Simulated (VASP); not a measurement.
## Ni2Ge: single point with r2SCAN

The system is Ni2Ge.

```xyz
6
Lattice="3.9356 0.0000 0.0000 -1.9678 3.4083 0.0000 0.0000 0.0000 4.9578" Properties=species:S:1:pos:R:3 pbc="T T T"
Ni    1.9678    1.1361    1.2395
Ni    0.0000    2.2722    3.7184
Ni    0.0000    0.0000    0.0000
Ni    0.0000    0.0000    2.4789
Ge    1.9678    1.1361    3.7184
Ge    0.0000    2.2722    1.2395
```

```
Program             : VASP 6.6.1
Task                : single point
Functional          : r2SCAN
Potentials or basis : VASP PAW PBE potentials, release 64 (Ni, Ge_d)
Cutoff              : 520 eV
k mesh              : 12 × 12 × 8
Occupations         : gaussian, width 0.1 eV
Spin                : no spin polarisation
```

```
Pressure               : 8.3 GPa
Band gap on the k mesh : zero (bands 34 and 35 overlap by 3.24 eV)
```

Stress tensor (GPa, compression positive):
```
8.32 0.00 0.00
0.00 8.32 0.00
0.00 0.00 8.22
```

Levels at points of the mesh, in eV from the Fermi level:
| k point | band 30 | band 31 | band 32 | band 33 | band 34 | band 35 | band 36 | band 37 | band 38 | band 39 |
| --- | --- | --- | --- | --- | --- | --- | --- | --- | --- | --- |
| (0.00, 0.00, 0.00) | -1.08 | -0.65 | -0.65 | 0.13 | 2.61 | 2.88 | 2.88 | 3.06 | 3.06 | 3.47 |
| (0.50, 0.00, 0.00) | -1.42 | -1.27 | -1.27 | -1.10 | -0.70 | -0.58 | 0.89 | 1.87 | 3.38 | 3.83 |
| (0.00, 0.00, 0.50) | -1.23 | -1.23 | -1.23 | 1.81 | 1.81 | 3.46 | 3.46 | 3.46 | 3.46 | 4.80 |
| (0.50, 0.00, 0.50) | -1.62 | -1.29 | -1.29 | -0.92 | -0.92 | 0.95 | 0.95 | 2.86 | 2.86 | 6.61 |

It took 14 min on 1 thread of Intel(R) Xeon(R) Platinum 8559C (Emerald Rapids) (shared host), peak memory 0.35 GiB.

Caveat: the cell stands under pressure; the PAW data sets were made with another functional, which shifts forces and pressure a little. Spin polarisation is off, so any magnetic state and its effect on volume and gap are missing.
